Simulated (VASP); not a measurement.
Crystal: SiC.

```
Si C
1.0
     2.97561    0.00000    0.00000
    -1.48780    2.57695    0.00000
     0.00000    0.00000    5.29153
Si C
2 2
Cartesian
  0.0000 1.7180 0.0244
  1.4878 0.8590 2.6701
  0.0000 1.7180 2.0129
  1.4878 0.8590 4.6586
```

```yaml
Program: VASP 6.6.1
Task: relaxation of the atoms
Functional: LDA
Potentials_or_basis: VASP PAW LDA potentials, release 64 (Si, C)
Cutoff: 520 eV
k_mesh: 12 × 12 × 6
Occupations: gaussian, width 0.05 eV
Spin: no spin polarisation
```

At the start: pressure 2.6 GPa; volume 10.14 Å³/atom.

Question: How do energy, volume and symmetry change on relaxing?

Answer: Over 3 steps the energy falls by 4.8 meV/atom; space group P6_3mc (No. 186, to 0.1 Å) before and after.

Step by step:
```tsv
step	energy change (eV)	largest force (eV/Å)	pressure (GPa)
1	0.0000	0.5300	2.60
2	-0.0151	0.2604	0.97
3	-0.0192	0.0003	1.41
```

Final structure:
```
CELL_PARAMETERS angstrom
2.97561 0.00000 0.00000
-1.48780 2.57695 0.00000
0.00000 0.00000 5.29153
ATOMIC_POSITIONS crystal
Si 0.33333 0.66667 0.00795
Si 0.66667 0.33333 0.50795
C 0.33333 0.66667 0.37705
C 0.66667 0.33333 0.87705
```
